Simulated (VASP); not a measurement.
Wanted: the native input for a VASP 6.6.1 run.

```yaml
Task: single point
Functional: PBE
Potentials_or_basis: VASP PAW PBE potentials, release 64 (Ti_sv, H)
Cutoff: 520 eV
k_mesh: 6 × 6 × 1
Occupations: gaussian, width 0.1 eV
Spin: no spin polarisation
Dipole_correction: yes
Further_INCAR_settings: ALGO = Normal; EDIFF = 1e-07; NBANDS = 47
```

The structure of Ti3H lies in POSCAR:

```
Ti3H
1.0
    4.6037402166      0.0000000000      0.0000000000
   -2.3018701083      3.9869559800      0.0000000000
    0.0000000000      0.0000000000     22.4968207969
Ti H
6 2
Direct
    0.6666666667      0.3333333333      0.1778029010
    0.3333333333      0.6666666667      0.2195747826
    0.0000000000      0.0000000000      0.2613466643
    0.6666666667      0.3333333333      0.2980472831
    0.3333333333      0.6666666667      0.3304570154
    0.0000000000      0.0000000000      0.3776898467
    0.2173927505      0.7826072495      0.4119169051
    0.4492739162      0.5507260838      0.4119169051
```

One way to write it, as run:

INCAR

```
SYSTEM = Ti3H
PREC = Accurate ; ENCUT = 520
EDIFF = 1E-7 ; ISMEAR = 0
SIGMA = 0.1 ; LREAL = .FALSE.
LASPH = .TRUE. ; NELM = 60
ALGO = Normal ; ISIF = 2
LWAVE = .FALSE. ; LCHARG = .FALSE.
LDIPOL = .TRUE. ; IDIPOL = 3
DIPOL = 0.5 0.5 0.311 ; GGA = PE
NBANDS = 47
```

KPOINTS

```
Automatic mesh
0
G
  6 6 1
  0 0 0
```

Potentials or basis: VASP PAW PBE potentials, release 64 (Ti_sv, H).

Launch:

```sh
$ cat potpaw_PBE.64/Ti_sv/POTCAR potpaw_PBE.64/H/POTCAR > POTCAR
$ mpirun -np 1 vasp_std > vasp.out
```

It gave:

* Largest force: 2.188 eV/Å
* Band gap on the k mesh: zero (bands 37 and 38 overlap by 0.14 eV)

Wall time 11 min on 1 thread of Intel(R) Xeon(R) 6975P-C (Granite Rapids) (shared host), peak memory 0.54 GiB.
